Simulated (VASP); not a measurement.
# PbF2 (CdI2 type) (P-3m1) in VASP: electric field gradients with PBE

Aim: the electric field gradients of PbF2 (CdI2 type) with PBE.

Everything below comes from runs of VASP 6.6.1. Logs are shortened: lines on timing, memory, paths and dates and some standing lists are left out, and cuts for length are marked.

### Step 1. The cell of the first run

It takes space group P-3m1 (No. 164, trigonal). The conventional cell has a = 3.982 Å, b = 3.982 Å, c = 5.077 Å, α = 90.00°, β = 90.00°, γ = 120.00°. Pb (site symmetry -3m) has 6 F at 2.51 Å within 3.3 Å. F (site symmetry 3m) has 3 Pb at 2.51 Å and 3 F at 3.05 Å within 3.3 Å.

### Step 2. Electric field gradients, PBE

Contents of INCAR:

```
SYSTEM = PbF2
PREC = Accurate ; ENCUT = 520
EDIFF = 1E-8 ; ISMEAR = -1
SIGMA = 0.05 ; LREAL = .FALSE.
LASPH = .TRUE. ; NELM = 100
ALGO = Normal ; ISIF = 2
LWAVE = .FALSE. ; LCHARG = .FALSE.
GGA = PE ; LEFG = .TRUE.
NBANDS = 21
```

Contents of KPOINTS:

```
Automatic mesh
0
G
  14 14 8
  0 0 0
```

Contents of POSCAR:

```
PbF2
1.0
    3.9817852790      0.0000000000      0.0000000000
   -1.9908926395      3.4483272041      0.0000000000
    0.0000000000      0.0000000000      5.0768288542
Pb F
1 2
Direct
    0.0000000000      0.0000000000      0.0000000000
    0.3333333333      0.6666666667      0.1972964231
    0.6666666667      0.3333333333      0.8027035769
```

Potentials or basis: VASP PAW PBE potentials, release 64 (Pb_d, F).

Launch:

```
> cat potpaw_PBE.64/Pb_d/POTCAR potpaw_PBE.64/F/POTCAR > POTCAR
> mpirun -np 1 vasp_std > vasp.out
```

OUTCAR:

```text
SYSTEM = PbF2
   PREC = Accurate
   ENCUT = 520
   EDIFF = 1E-8
   ISMEAR = -1
   LREAL = .FALSE.
   LASPH = .TRUE.
   NELM = 100
   ISIF = 2
   GGA = PE

 ion  position               nearest neighbor table
   1  0.000  0.000  0.000-   2 2.51   3 2.51   3 2.51   2 2.51   3 2.51   2 2.51
   2  0.333  0.667  0.197-   1 2.51   1 2.51   1 2.51
   3  0.667  0.333  0.803-   1 2.51   1 2.51   1 2.51

  LATTYP: Found a hexagonal cell.
 ALAT       =     3.9817852790
 C/A-ratio  =     1.2750132161

  Lattice vectors:

 A1 = (   3.9817852790,   0.0000000000,   0.0000000000)
 A2 = (  -1.9908926395,   3.4483272041,   0.0000000000)
 A3 = (   0.0000000000,   0.0000000000,   5.0768288542)

Analysis of symmetry for initial positions (statically):
=====================================================================
 Subroutine PRICEL returns:
 Original cell was already a primitive cell.

 Routine SETGRP: Setting up the symmetry group for a
 hexagonal supercell.

 Subroutine GETGRP returns: Found 12 space group operations
 (whereof 12 operations were pure point group operations)
 out of a pool of 24 trial point group operations.

The static configuration has the point symmetry D_3d.

Analysis of symmetry for dynamics (positions and initial velocities):
=====================================================================
 Subroutine PRICEL returns:
 Original cell was already a primitive cell.

 Routine SETGRP: Setting up the symmetry group for a
 hexagonal supercell.

 Subroutine GETGRP returns: Found 12 space group operations
 (whereof 12 operations were pure point group operations)
 out of a pool of 24 trial point group operations.

The dynamic configuration has the point symmetry D_3d.

 Subroutine INISYM returns: Found 12 space group operations
 (whereof 12 operations are pure point group operations),
 and found     1 'primitive' translations

----------------------------------------------------------------------------------------

                                     Primitive cell

  volume of cell :      69.7074

  direct lattice vectors                    reciprocal lattice vectors
     3.981785279  0.000000000  0.000000000     0.251143628  0.144997841  0.000000000
    -1.990892639  3.448327204  0.000000000     0.000000000  0.289995682  0.000000000
     0.000000000  0.000000000  5.076828854     0.000000000  0.000000000  0.196973353

  length of vectors
     3.981785279  3.981785279  5.076828854     0.289995682  0.289995682  0.196973353

  position of ions in fractional coordinates (direct lattice)
     0.000000000  0.000000000  0.000000000
     0.333333333  0.666666667  0.197296423
     0.666666667  0.333333333  0.802703577

  ion indices of the primitive-cell ions
   primitive index   ion index
                 1           1
                 2           2
                 3           3

----------------------------------------------------------------------------------------

 KPOINTS: Automatic mesh

Automatic generation of k-mesh.
 Grid dimensions read from file:
 generate k-points for:   14   14    8

 Generating k-lattice:

  Cartesian coordinates                     Fractional coordinates (reciprocal lattice)
     0.017938831  0.010356989  0.000000000     0.071428571  0.000000000  0.000000000
     0.000000000  0.020713977  0.000000000     0.000000000  0.071428571  0.000000000
     0.000000000  0.000000000  0.024621669     0.000000000  0.000000000  0.125000000

  Length of vectors
     0.020713977  0.020713977  0.024621669

  Shift w.r.t. Gamma in fractional coordinates (k-lattice)
     0.000000000  0.000000000  0.000000000

 Subroutine IBZKPT returns following result:
 ===========================================

 Found    168 irreducible k-points:

 Following reciprocal coordinates:
            Coordinates               Weight
  0.000000  0.000000  0.000000      1.000000
  0.071429  0.000000  0.000000      6.000000
  0.142857  0.000000  0.000000      6.000000
  0.214286  0.000000  0.000000      6.000000
  0.285714  0.000000  0.000000      6.000000
  0.357143  0.000000  0.000000      6.000000
[... 16 lines left out ...]
  0.285714  0.285714  0.000000      6.000000
  0.357143  0.285714  0.000000      6.000000
 [... further k-points ...]
   k-points           NKPTS =    168   k-points in BZ     NKDIM =    168   number of bands    NBANDS=     21
   number of dos      NEDOS =    301   number of ions     NIONS =      3
   total plane-waves  NPLWV =  36000
   dimension x,y,z NGX =    30 NGY =   30 NGZ =   40
   dimension x,y,z NGXF=    60 NGYF=   60 NGZF=   80
   ions per type =               1   2
   NGX,Y,Z   is equivalent  to a cutoff of  12.53, 12.53, 13.10 a.u.
   NGXF,Y,Z  is equivalent  to a cutoff of  25.05, 25.05, 26.20 a.u.
 SYSTEM =  PbF2
   PREC   = accura    normal or accurate (medium, high low for compatibility)
   ISTART =      0    job   : 0-new  1-cont  2-samecut
   ICHARG =      2    charge: 1-file 2-atom 10-const
   ISPIN  =      1    spin polarized calculation?
   LNONCOLLINEAR =      F non collinear calculations
   LSORBIT =      F    spin-orbit coupling
   LASPH  =      T    aspherical Exc in radial PAW
   ENCUT  =  520.0 eV  38.22 Ry    6.18 a.u.   7.40  7.40  9.44*2*pi/ulx,y,z
   NELM   =    100;   NELMIN=  2; NELMDL= -5     # of ELM steps
   EDIFF  = 0.1E-07   stopping-criterion for ELM
   LREAL  =      F    real-space projection
   EDIFFG = 0.1E-06   stopping-criterion for IOM
   NSW    =      0    number of steps for IOM
   IBRION =     -1    ionic relax: 0-MD 1-quasi-New 2-CG
   NFREE  =      0    steps in history (QN), initial steepest desc. (CG)
   ISIF   =      2    stress and relaxation
   ISYM   =      2    0-nonsym 1-usesym 2-fastsym
   POTIM  = 0.5000    time-step for ionic-motion
   TEBEG  =    0.0;   TEEND  =   0.0 temperature during run
   PSTRESS=    0.0 pullay stress
   NELECT =      28.0000    total number of electrons
   NUPDOWN=      -1.0000    fix difference up-down
   EMIN   =  10.00;   EMAX   =-10.00  energy-range for DOS
   EFERMI =   0.00;   METHOD = LEGACY
   ISMEAR =    -1;   SIGMA  =   0.05  broadening in eV -4-tet -1-fermi 0-gaus
   EFERMI_NEDOS =   21; number of points for ismear=-14 and -15
   IALGO  =     38    algorithm
   IMIX   =      4    mixing-type and parameters
     AMIX     =   0.40;   BMIX     =  1.00
     AMIX_MAG =   1.60;   BMIX_MAG =  1.00
  volume/ion in A,a.u.               =      23.24       156.80
  Fermi-wavevector in a.u.,A,eV,Ry     =   1.207910  2.282619 19.851533  1.459046
  Thomas-Fermi vector in A             =   2.343534
   LORBIT       =      0    0 simple, 1 ext, 2 COOP (PROOUT), +10 PAW based schemes
   GGA     = PE    functional components
   LHFCALC =     F    Hartree Fock is set to
   AEXX    =    0.0000 exact exchange contribution
   IVDW    =     0    specifies the selected vdW correction
   LEPSILON=     F    determine dielectric tensor
   LRPA    =     F    only Hartree local field effects (RPA)
 non-spin polarized calculation
  energy-cutoff  :      520.00
  volume of cell :       69.71
 maximum number of plane-waves:      1902
 NGX is ok and might be reduce to    30
   NGX = 15   NGY = 15   NGZ = 19

 number of electron      28.0000010 magnetization

 Free energy of the ion-electron system (eV)
  ---------------------------------------------------
  ext. energy  EPLUGINS =         0.00000000
  ---------------------------------------------------
  free energy    TOTEN  =       -13.94001071 eV

  energy without entropy =      -13.94001071  energy(sigma->0) =      -13.94001071

 E-fermi :   0.9593     XC(G=0):  -7.8331

 val. band max:       -0.2155213421   @ k =   0.3571   0.2857   0.5000
 cond. band min:       2.8322735105   @ k =   0.0000   0.0000   0.5000
 fundamental gap:      3.0477948526
 Fermi energy:         0.9593147113

 k-point     1 :       0.0000    0.0000    0.0000
  band No.  band energies     occupation
      1     -21.0804      2.00000
      2     -20.7332      2.00000
      3     -15.0993      2.00000
      4     -15.0452      2.00000
      5     -15.0452      2.00000
      6     -15.0043      2.00000
[... 13 lines left out ...]
     20      14.0725      0.00000
     21      14.7044      0.00000

 k-point     2 :       0.0714    0.0000    0.0000
  band No.  band energies     occupation
      1     -21.0730      2.00000
      2     -20.7393      2.00000
      3     -15.0984      2.00000
      4     -15.0453      2.00000
      5     -15.0386      2.00000
      6     -15.0009      2.00000
[... 13 lines left out ...]
     20      13.3512      0.00000
     21      14.7676      0.00000

 k-point     3 :       0.1429    0.0000    0.0000
  band No.  band energies     occupation
      1     -21.0518      2.00000
      2     -20.7561      2.00000
      3     -15.0961      2.00000
      4     -15.0462      2.00000
      5     -15.0302      2.00000
      6     -14.9883      2.00000
[... 13 lines left out ...]
     20      13.6415      0.00000
     21      14.9570      0.00000

 k-point     4 :       0.2143    0.0000    0.0000
  band No.  band energies     occupation
      1     -21.0204      2.00000
      2     -20.7805      2.00000
      3     -15.0934      2.00000
      4     -15.0483      2.00000
      5     -15.0300      2.00000
      6     -14.9699      2.00000
[... 13 lines left out ...]
     20      13.5220      0.00000
     21      15.2683      0.00000

 k-point     5 :       0.2857    0.0000    0.0000
  band No.  band energies     occupation
      1     -20.9837      2.00000
      2     -20.8086      2.00000
      3     -15.0917      2.00000
      4     -15.0512      2.00000
      5     -15.0321      2.00000
      6     -14.9489      2.00000
[... 13 lines left out ...]
     20      12.8265      0.00000
     21      15.2037      0.00000
[... 382 lines left out ...]
     20      11.6752      0.00000
     21      13.6801      0.00000

 k-point    22 :       0.3571    0.2143    0.0000
  band No.  band energies     occupation
      1     -20.8955      2.00000
      2     -20.8772      2.00000
      3     -15.0825      2.00000
      4     -15.0409      2.00000
      5     -15.0360      2.00000
      6     -14.8884      2.00000
[... 13 lines left out ...]
     20      11.2826      0.00000
     21      13.5707      0.00000

 k-point    23 :       0.2857    0.2857    0.0000
  band No.  band energies     occupation
      1     -20.8981      2.00000
      2     -20.8737      2.00000
      3     -15.0803      2.00000
      4     -15.0376      2.00000
      5     -15.0373      2.00000
      6     -14.8796      2.00000
[... 13 lines left out ...]
     20      11.3344      0.00000
     21      13.4442      0.00000

 k-point    24 :       0.3571    0.2857    0.0000
  band No.  band energies     occupation
      1     -20.8878      2.00000
      2     -20.8827      2.00000
      3     -15.0788      2.00000
      4     -15.0374      2.00000
      5     -15.0366      2.00000
      6     -14.8681      2.00000
[... 13 lines left out ...]
     20      11.1318      0.00000
     21      13.4195      0.00000

 [... further k-points ...]

------------------------ aborting loop because EDIFF is reached ----------------------------------------

  FORCE on cell =-STRESS in cart. coord.  units (eV):
  Direction    XX          YY          ZZ          XY          YZ          ZX
  --------------------------------------------------------------------------------------
  -------------------------------------------------------------------------------------
  Total       -0.0585427     -0.0585427     -0.0688322      0.0000000     -0.0000000     -0.0000000
  in kB       -1.3455641     -1.3455641     -1.5820607      0.0000000     -0.0000000     -0.0000000
  external PRESSURE =      -1.4243963 kB  Pullay stress =       0.0000000 kB

 VOLUME and BASIS-vectors are now :
 -----------------------------------------------------------------------------
  energy-cutoff  :      520.00
  volume of cell :       69.71
      direct lattice vectors                 reciprocal lattice vectors
     3.981785279  0.000000000  0.000000000     0.251143628  0.144997841  0.000000000
    -1.990892639  3.448327204  0.000000000     0.000000000  0.289995682  0.000000000
     0.000000000  0.000000000  5.076828854     0.000000000  0.000000000  0.196973353

 POSITION                                       TOTAL-FORCE (eV/Angst)
 -----------------------------------------------------------------------------------
      0.00000      0.00000      0.00000        -0.000000      0.000000      0.000000
     -0.00000      2.29888      1.00164        -0.000000      0.000000      0.005420
      1.99089      1.14944      4.07519         0.000000      0.000000     -0.005420
 -----------------------------------------------------------------------------------
    total drift:                                0.000000      0.000000     -0.000000

  FREE ENERGIE OF THE ION-ELECTRON SYSTEM (eV)
  ---------------------------------------------------
  free  energy   TOTEN  =       -13.9400107053 eV

  energy  without entropy=      -13.9400107053  energy(sigma->0) =      -13.94001071

 Electric field gradients (V/A^2)
---------------------------------------------------------------------
 ion       V_xx      V_yy      V_zz      V_xy      V_xz      V_yz
---------------------------------------------------------------------
   1    -103.860  -103.859   207.719     0.001     0.000    -0.000
   2      13.986    13.981   -27.967    -0.005     0.000    -0.000
   3      13.986    13.981   -27.967    -0.005     0.000    -0.000
---------------------------------------------------------------------

 Electric field gradients after diagonalization (V/A^2)
 (convention: |V_zz| > |V_xx| > |V_yy|)
----------------------------------------------------------------------
 ion       V_xx      V_yy      V_zz     asymmetry (V_yy - V_xx)/ V_zz
----------------------------------------------------------------------
   1    -103.861  -103.858   207.719       0.000
   2      13.989    13.978   -27.967       0.000
   3      13.989    13.978   -27.967       0.000
----------------------------------------------------------------------

           NMR quadrupolar parameters

 Cq : quadrupolar parameter    Cq=e*Q*V_zz/h
 eta: asymmetry parameters     (V_yy - V_xx)/ V_zz
 Q  : nuclear electric quadrupole moment in mb (millibarn)
----------------------------------------------------------------------
 ion       Cq(MHz)       eta       Q (mb)
----------------------------------------------------------------------
   1       0.502       0.000       1.000
   2      -0.068       0.000       1.000
   3      -0.068       0.000       1.000
----------------------------------------------------------------------
```

Run time: 4.6 min. Hardware: 1 thread of Intel Xeon Platinum 8375C at 2.90GHz (Ice Lake), shared host; peak memory 0.34 GiB.

What came out:

| Item | Value |
| --- | --- |
| Free energy | -13.9400 eV |
| Pressure | -0.1 GPa |
| Largest force | 0.005 eV/Å |
| Band gap on the k mesh | 3.05 eV, indirect (least direct gap 4.19 eV) |

Forces on the atoms (eV/Å):
```
Pb   0.000  0.000  0.000
F    0.000  0.000  0.005
F    0.000  0.000 -0.005
```

Levels at points of the mesh, in eV from the valence-band top:
| k point | band 10 | band 11 | band 12 | band 13 | band 14 | band 15 | band 16 | band 17 | band 18 | band 19 |
| --- | --- | --- | --- | --- | --- | --- | --- | --- | --- | --- |
| (0.00, 0.00, 0.00) | -2.30 | -2.16 | -2.16 | -1.63 | -1.60 | 4.15 | 7.51 | 7.51 | 7.76 | 13.22 |
| (0.50, 0.00, 0.00) | -3.07 | -2.04 | -1.83 | -1.70 | -0.15 | 4.54 | 6.04 | 7.96 | 9.23 | 10.70 |
| (0.00, 0.00, 0.50) | -2.32 | -2.13 | -2.13 | -1.99 | -1.14 | 3.05 | 7.55 | 7.55 | 11.13 | 12.91 |
| (0.50, 0.00, 0.50) | -3.02 | -1.91 | -1.88 | -1.76 | -0.17 | 4.26 | 5.65 | 7.99 | 9.13 | 12.56 |

Electric field gradients, principal values (V/Å²):
```tsv
atom	least	middle	greatest (by size)
1 Pb	-103.858	-103.861	207.719
2 F	13.978	13.989	-27.967
3 F	13.978	13.989	-27.967
```

Caveat: without QUAD_EFG the Cq values of the log hold for a quadrupole moment of 1 mb, not for the nuclei; spin-orbit coupling is left out, which moves the levels of the heavy elements.
